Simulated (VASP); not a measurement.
# AlGa3P4 (P1) in VASP: single point with PBEsol

Aim: the single point of AlGa3P4 with PBEsol.

Program: VASP 6.6.1. These are calculated values, not measurements. Logs are shortened: lines on timing, memory, paths and dates and some standing lists are left out, and cuts for length are marked.

**1. The cell of the first run**

The typed cell holds 16 atoms: a = 6.658 Å, b = 6.657 Å, c = 7.722 Å, α = 90.43°, β = 106.19°, γ = 99.81°.

**2. Single point, PBEsol**

File INCAR:

```
SYSTEM = AlGa3P4
ALGO = Normal ; EDIFF = 1E-6
ENCUT = 500 ; GGA = PS
GGA_COMPAT = .FALSE. ; ISIF = 2
ISMEAR = 0 ; LASPH = .TRUE.
LCHARG = .FALSE. ; LREAL = .FALSE.
LWAVE = .FALSE. ; NBANDS = 76
NELM = 120 ; PREC = Accurate
SIGMA = 0.02
```

File KPOINTS:

```
k-points
0
G
  4 4 4
  0 0 0
```

File POSCAR:

```
AlGa3P4
1.0
   -2.7116583889     -5.4244825291     -2.7471204558
   -5.4233980724      2.7121887162      2.7473092723
    0.0000308607      5.4248678263     -5.4950527950
Ga Al P
6 2 8
Direct
    0.4998893490      0.2500703969      0.8743604972
    0.4999724357      0.2492058077      0.3756522497
    0.0003061750     -0.0001391837      0.5007108786
    0.0001693310      0.0008120459     -0.0004574900
    0.5004169568      0.7503352103      0.6254467636
   -0.0003482907      0.5000057874      0.7495902440
    0.4996572098      0.7499373636      0.1246904833
   -0.0002000585      0.4997133154      0.2499060107
    0.6248924099      0.4377929752      0.6560555180
    0.1252907005      0.1880902041      0.7811063261
    0.6242706246      0.4364982525      0.1562985690
    0.1253511708      0.1867438758      0.2816902287
    0.6254238950      0.9381474163      0.9059939691
    0.6254658912      0.9372801117      0.4068389588
    0.1254118843      0.6875999690      0.5317325125
    0.1240303157      0.6879064520      0.0303842806
```

Potentials or basis: VASP PAW PBE potentials, release 64 (Ga_d, Al, P).

Started as:

```sh
cat potpaw_PBE.64/Ga_d/POTCAR potpaw_PBE.64/Al/POTCAR potpaw_PBE.64/P/POTCAR > POTCAR
mpirun -np 1 vasp_std > vasp.out
```

OUTCAR:

```text
SYSTEM = AlGa3P4
   EDIFF = 1E-6
   ENCUT = 500
   GGA = PS
   ISIF = 2
   ISMEAR = 0
   LASPH = .TRUE.
   LREAL = .FALSE.
   NELM = 120
   PREC = Accurate

 ion  position               nearest neighbor table
   1  0.500  0.250  0.874-  10 2.36   9 2.36  13 2.36  11 2.36
   2  0.500  0.249  0.376-  12 2.36  14 2.36   9 2.36  11 2.36
   3  0.000  1.000  0.501-  10 2.36  15 2.36  14 2.36  12 2.36
   4  0.000  0.001  1.000-  10 2.36  13 2.36  16 2.36  12 2.36
   5  0.500  0.750  0.625-  13 2.36  14 2.36   9 2.36  15 2.36
   6  1.000  0.500  0.750-  15 2.36  10 2.36   9 2.36  16 2.36
[... 8 lines left out ...]
  15  0.125  0.688  0.532-   6 2.36   3 2.36   5 2.36   8 2.36
  16  0.124  0.688  0.030-   6 2.36   4 2.36   7 2.36   8 2.36

  LATTYP: Found a triclinic cell.
 ALAT       =     8.5752948283
 B/A-ratio  =     0.7763109940
 C/A-ratio  =     0.9004599330
 COS(alpha) =     0.0074607108
 COS(beta)  =     0.2222293487
 COS(gamma) =     0.6440030181

  Lattice vectors:

 A1 = (   8.1350564613,   2.7122938129,  -0.0001888165)
 A2 = (   5.4233980724,  -2.7121887162,  -2.7473092723)
 A3 = (   0.0000308607,   5.4248678263,  -5.4950527950)

Analysis of symmetry for initial positions (statically):
=====================================================================
 Subroutine PRICEL returns:
 Original cell was already a primitive cell.

 Routine SETGRP: Setting up the symmetry group for a
 triclinic supercell.

 Subroutine GETGRP returns: Found  1 space group operations
 (whereof  1 operations were pure point group operations)
 out of a pool of  2 trial point group operations.

The static configuration has the point symmetry C_1 .

Analysis of symmetry for dynamics (positions and initial velocities):
=====================================================================
 Subroutine PRICEL returns:
 Original cell was already a primitive cell.

 Routine SETGRP: Setting up the symmetry group for a
 triclinic supercell.

 Subroutine GETGRP returns: Found  1 space group operations
 (whereof  1 operations were pure point group operations)
 out of a pool of  2 trial point group operations.

The dynamic configuration has the point symmetry C_1 .

 Subroutine INISYM returns: Found  1 space group operations
 (whereof  1 operations are pure point group operations),
 and found     1 'primitive' translations

----------------------------------------------------------------------------------------

                                     Primitive cell

  volume of cell :     323.3106

  direct lattice vectors                    reciprocal lattice vectors
    -2.711658389 -5.424482529 -2.747120456    -0.092194355 -0.092176923 -0.091000121
    -5.423398072  2.712188716  2.747309272    -0.138289889  0.046088164  0.045498731
     0.000030861  5.424867826 -5.495052795    -0.023049113  0.069123913 -0.113740967

  length of vectors
     6.657685238  6.657095652  7.721709406     0.158988699  0.152703460  0.135079179

  position of ions in fractional coordinates (direct lattice)
     0.499889349  0.250070397  0.874360497
     0.499972436  0.249205808  0.375652250
     0.000306175  0.999860816  0.500710879
     0.000169331  0.000812046  0.999542510
     0.500416957  0.750335210  0.625446764
     0.999651709  0.500005787  0.749590244
[... 8 lines left out ...]
     0.125411884  0.687599969  0.531732512
     0.124030316  0.687906452  0.030384281

  ion indices of the primitive-cell ions
   primitive index   ion index
                 1           1
                 2           2
                 3           3
                 4           4
                 5           5
                 6           6
[... 8 lines left out ...]
                15          15
                16          16

----------------------------------------------------------------------------------------

 KPOINTS: k-points

Automatic generation of k-mesh.
 Grid dimensions read from file:
 generate k-points for:    4    4    4

 Generating k-lattice:

  Cartesian coordinates                     Fractional coordinates (reciprocal lattice)
    -0.023048589 -0.023044231 -0.022750030     0.250000000 -0.000000000  0.000000000
    -0.034572472  0.011522041  0.011374683    -0.000000000  0.250000000  0.000000000
    -0.005762278  0.017280978 -0.028435242     0.000000000  0.000000000  0.250000000

  Length of vectors
     0.039747175  0.038175865  0.033769795

  Shift w.r.t. Gamma in fractional coordinates (k-lattice)
     0.000000000  0.000000000  0.000000000

 Subroutine IBZKPT returns following result:
 ===========================================

 Found     36 irreducible k-points:

 Following reciprocal coordinates:
            Coordinates               Weight
  0.000000  0.000000  0.000000      1.000000
  0.250000 -0.000000 -0.000000      2.000000
  0.500000 -0.000000 -0.000000      1.000000
  0.000000  0.250000  0.000000      2.000000
  0.250000  0.250000  0.000000      2.000000
  0.500000  0.250000  0.000000      2.000000
[... 16 lines left out ...]
 -0.000000 -0.250000  0.250000      2.000000
  0.250000 -0.250000  0.250000      2.000000
 [... further k-points ...]
   k-points           NKPTS =     36   k-points in BZ     NKDIM =     36   number of bands    NBANDS=     76
   number of dos      NEDOS =    301   number of ions     NIONS =     16
   total plane-waves  NPLWV = 140000
   dimension x,y,z NGX =    50 NGY =   50 NGZ =   56
   dimension x,y,z NGXF=   100 NGYF=  100 NGZF=  112
   ions per type =               6   2   8
   NGX,Y,Z   is equivalent  to a cutoff of  12.49, 12.49, 12.06 a.u.
   NGXF,Y,Z  is equivalent  to a cutoff of  24.97, 24.97, 24.11 a.u.
 SYSTEM =  AlGa3P4
   PREC   = accura    normal or accurate (medium, high low for compatibility)
   ISTART =      0    job   : 0-new  1-cont  2-samecut
   ICHARG =      2    charge: 1-file 2-atom 10-const
   ISPIN  =      1    spin polarized calculation?
   LNONCOLLINEAR =      F non collinear calculations
   LSORBIT =      F    spin-orbit coupling
   LASPH  =      T    aspherical Exc in radial PAW
   ENCUT  =  500.0 eV  36.75 Ry    6.06 a.u.  12.14 12.14 14.08*2*pi/ulx,y,z
   NELM   =    120;   NELMIN=  2; NELMDL= -5     # of ELM steps
   EDIFF  = 0.1E-05   stopping-criterion for ELM
   LREAL  =      F    real-space projection
   EDIFFG = 0.1E-04   stopping-criterion for IOM
   NSW    =      0    number of steps for IOM
   IBRION =     -1    ionic relax: 0-MD 1-quasi-New 2-CG
   NFREE  =      0    steps in history (QN), initial steepest desc. (CG)
   ISIF   =      2    stress and relaxation
   ISYM   =      2    0-nonsym 1-usesym 2-fastsym
   POTIM  = 0.5000    time-step for ionic-motion
   TEBEG  =    0.0;   TEEND  =   0.0 temperature during run
   PSTRESS=    0.0 pullay stress
   NELECT =     124.0000    total number of electrons
   NUPDOWN=      -1.0000    fix difference up-down
   EMIN   =  10.00;   EMAX   =-10.00  energy-range for DOS
   EFERMI =   0.00;   METHOD = LEGACY
   ISMEAR =     0;   SIGMA  =   0.02  broadening in eV -4-tet -1-fermi 0-gaus
   EFERMI_NEDOS =   21; number of points for ismear=-14 and -15
   IALGO  =     38    algorithm
   IMIX   =      4    mixing-type and parameters
     AMIX     =   0.40;   BMIX     =  1.00
     AMIX_MAG =   1.60;   BMIX_MAG =  1.00
  volume/ion in A,a.u.               =      20.21       136.36
  Fermi-wavevector in a.u.,A,eV,Ry     =   1.189439  2.247713 19.249041  1.414765
  Thomas-Fermi vector in A             =   2.325546
   LORBIT       =      0    0 simple, 1 ext, 2 COOP (PROOUT), +10 PAW based schemes
   GGA     = PS    functional components
   LHFCALC =     F    Hartree Fock is set to
   AEXX    =    0.0000 exact exchange contribution
   IVDW    =     0    specifies the selected vdW correction
   LEPSILON=     F    determine dielectric tensor
   LRPA    =     F    only Hartree local field effects (RPA)
 non-spin polarized calculation
 Gauss-broadening in eV      SIGMA  =   0.02
  energy-cutoff  :      500.00
  volume of cell :      323.31
 maximum number of plane-waves:      8245
 NGX is ok and might be reduce to    50
   NGX = 25   NGY = 25   NGZ = 29

 number of electron     123.9999961 magnetization

 Free energy of the ion-electron system (eV)
  ---------------------------------------------------
  ext. energy  EPLUGINS =         0.00000000
  ---------------------------------------------------
  free energy    TOTEN  =       -81.47783844 eV

  energy without entropy =      -81.47783844  energy(sigma->0) =      -81.47783844

 E-fermi :   4.7094     XC(G=0):  -9.8702

 val. band max:        4.6116041276   @ k =   0.0000   0.0000   0.0000
 cond. band min:       6.0464419340   @ k =   0.5000  -0.0000  -0.0000
 fundamental gap:      1.4348378064
 Fermi energy:         4.7093803585

 k-point     1 :       0.0000    0.0000    0.0000
  band No.  band energies     occupation
      1      -9.9436      2.00000
      2      -9.9383      2.00000
      3      -9.9193      2.00000
      4      -9.9086      2.00000
      5      -9.9039      2.00000
      6      -9.8897      2.00000
[... 66 lines left out ...]
     73       8.5997      0.00000
     74       8.9759      0.00000

 k-point     2 :       0.2500   -0.0000   -0.0000
  band No.  band energies     occupation
      1      -9.9453      2.00000
      2      -9.9394      2.00000
      3      -9.9178      2.00000
      4      -9.9110      2.00000
      5      -9.9002      2.00000
      6      -9.8910      2.00000
[... 66 lines left out ...]
     73       8.9938      0.00000
     74       9.1177      0.00000

 k-point     3 :       0.5000   -0.0000   -0.0000
  band No.  band energies     occupation
      1      -9.9480      2.00000
      2      -9.9400      2.00000
      3      -9.9174      2.00000
      4      -9.9060      2.00000
      5      -9.8997      2.00000
      6      -9.8948      2.00000
[... 1606 lines left out ...]
     73       8.8774      0.00000
     74       8.9247      0.00000

 k-point    24 :       0.2500   -0.2500    0.2500
  band No.  band energies     occupation
      1      -9.9429      2.00000
      2      -9.9365      2.00000
      3      -9.9228      2.00000
      4      -9.9120      2.00000
      5      -9.8991      2.00000
      6      -9.8825      2.00000
[... 66 lines left out ...]
     73       8.6266      0.00000
     74       8.9001      0.00000

 [... further k-points ...]

 [bands above 74 left out]

------------------------ aborting loop because EDIFF is reached ----------------------------------------

  FORCE on cell =-STRESS in cart. coord.  units (eV):
  Direction    XX          YY          ZZ          XY          YZ          ZX
  --------------------------------------------------------------------------------------
  -------------------------------------------------------------------------------------
  Total        0.5813116      0.5832339     -1.3133354      0.0010536     -0.0042607     -0.0013879
  in kB        2.8807110      2.8902368     -6.5082814      0.0052212     -0.0211141     -0.0068779
  external PRESSURE =      -0.2457779 kB  Pullay stress =       0.0000000 kB

 VOLUME and BASIS-vectors are now :
 -----------------------------------------------------------------------------
  energy-cutoff  :      500.00
  volume of cell :      323.31
      direct lattice vectors                 reciprocal lattice vectors
    -2.711658389 -5.424482529 -2.747120456    -0.092194355 -0.092176923 -0.091000121
    -5.423398072  2.712188716  2.747309272    -0.138289889  0.046088164  0.045498731
     0.000030861  5.424867826 -5.495052795    -0.023049113  0.069123913 -0.113740967

 POSITION                                       TOTAL-FORCE (eV/Angst)
 -----------------------------------------------------------------------------------
     -2.71173      2.70989     -5.49089         0.001262      0.000247      0.000064
     -2.70729      0.00167     -2.75307         0.001499     -0.000669      0.000036
     -5.42346      5.42644     -0.00535         0.000633      0.000040     -0.000094
     -0.00483      5.42367     -5.49077         0.000488      0.000457      0.000245
     -5.42631      2.71351     -2.75017        -0.001021      0.000863     -0.000237
     -5.42242     -0.00006     -5.49153         0.000179      0.000390      0.000025
[... 8 lines left out ...]
     -4.06919      4.06918     -1.37737        -0.006819      0.005537     -0.006500
     -4.06712      1.35776      1.38220         0.000787     -0.000535      0.013262
 -----------------------------------------------------------------------------------
    total drift:                               -0.000911      0.000294      0.000410

  FREE ENERGIE OF THE ION-ELECTRON SYSTEM (eV)
  ---------------------------------------------------
  free  energy   TOTEN  =       -81.4778384410 eV

  energy  without entropy=      -81.4778384410  energy(sigma->0) =      -81.47783844
```

Run time: 21 min. Hardware: 1 thread of Intel Xeon Platinum 8259CL at 2.50GHz (Skylake/Cascade Lake), shared host; peak memory 0.75 GiB.

Results:

| Item | Value |
| --- | --- |
| Free energy | -81.4778 eV |
| Pressure | 0.0 GPa |
| Largest force | 0.013 eV/Å |
| Band gap on the k mesh | 1.43 eV (least direct gap 1.80 eV) |

Forces on the atoms (eV/Å):
```
Ga   0.001  0.000  0.000
Ga   0.001 -0.001  0.000
Ga   0.001  0.000  0.000
Ga   0.000  0.000  0.000
Ga  -0.001  0.001  0.000
Ga   0.000  0.000  0.000
Al   0.001  0.001  0.000
Al   0.000  0.000  0.000
P   -0.002  0.000  0.000
P   -0.002  0.001 -0.001
P    0.012  0.000  0.000
P    0.006 -0.007 -0.007
P   -0.007 -0.006  0.007
P   -0.006  0.006 -0.007
P   -0.007  0.006 -0.006
P    0.001 -0.001  0.013
```

Levels at points of the mesh, in eV from the valence-band top:
```
           k point  band 60  band 61  band 62  band 63  band 64  band 65
(0.00, 0.00, 0.00)    -0.07     0.00     0.00     1.80     2.05     2.37
(0.50, 0.00, 0.00)    -0.68    -0.60    -0.60     1.43     1.73     1.76
(0.00, 0.50, 0.00)    -1.07    -1.00    -0.98     1.44     1.73     1.79
(0.50, 0.50, 0.00)    -1.01    -0.72    -0.67     1.52     1.75     1.84
(0.00, 0.00, 0.50)    -1.13    -0.58    -0.44     2.80     2.83     3.07
(0.50, 0.00, 0.50)    -1.45    -1.07    -1.02     2.27     2.39     2.91
(0.00, 0.50, 0.50)    -0.86    -0.83    -0.81     2.75     2.84     2.84
(0.50, 0.50, 0.50)    -1.64    -1.46    -1.40     2.35     2.46     2.60
```

Caveat: the PAW data sets were made with another functional, which shifts forces and pressure a little.
